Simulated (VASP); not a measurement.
Crystal: AlP.

```xyz
2
Lattice="0.0000 2.7255 2.7255 2.7255 0.0000 2.7255 2.7255 2.7255 0.0000" Properties=species:S:1:pos:R:3 pbc="T T T"
Al    0.0000    0.0000    0.0000
P     1.3627    1.3627    1.3627
```

| Property | Result |
| --- | --- |
| Program | VASP 6.6.1 |
| Task | relaxation of cell and atoms |
| Functional | RPBE |
| Potentials or basis | VASP PAW PBE potentials, release 64 (Al, P) |
| Cutoff | 500 eV |
| k mesh | 8 × 8 × 8 |
| Occupations | gaussian, width 0.01 eV |
| Spin | no spin polarisation |

At the start: pressure 4.2 GPa; volume 20.25 Å³/atom.

Problem. How do energy, volume and symmetry change on relaxing?

Solution. Over 3 steps the energy falls by 12.4 meV/atom and the volume is 21.24 Å³/atom (+4.9 %); space group F-43m (No. 216, to 0.05 Å).

Step by step:
```tsv
step	energy change (eV)	largest force (eV/Å)	pressure (GPa)	volume (Å³)
1	0.0000	0.0000	4.18	40.49
2	-0.0168	0.0000	-2.07	43.67
3	-0.0248	0.0000	0.00	42.47
```

Final structure:
```cif
data_structure
_symmetry_space_group_name_H-M 'P 1'
_symmetry_Int_Tables_number 1
_cell_length_a 3.9163
_cell_length_b 3.9163
_cell_length_c 3.9163
_cell_angle_alpha 60.000
_cell_angle_beta 60.000
_cell_angle_gamma 60.000
_cell_volume 42.47
loop_
_atom_site_label
_atom_site_type_symbol
_atom_site_fract_x
_atom_site_fract_y
_atom_site_fract_z
_atom_site_occupancy
Al1 Al 0.00000 0.00000 0.00000 1
P1 P 0.25000 0.25000 0.25000 1
```

Caveat: the PAW data sets were made with another functional, which shifts forces and pressure a little.
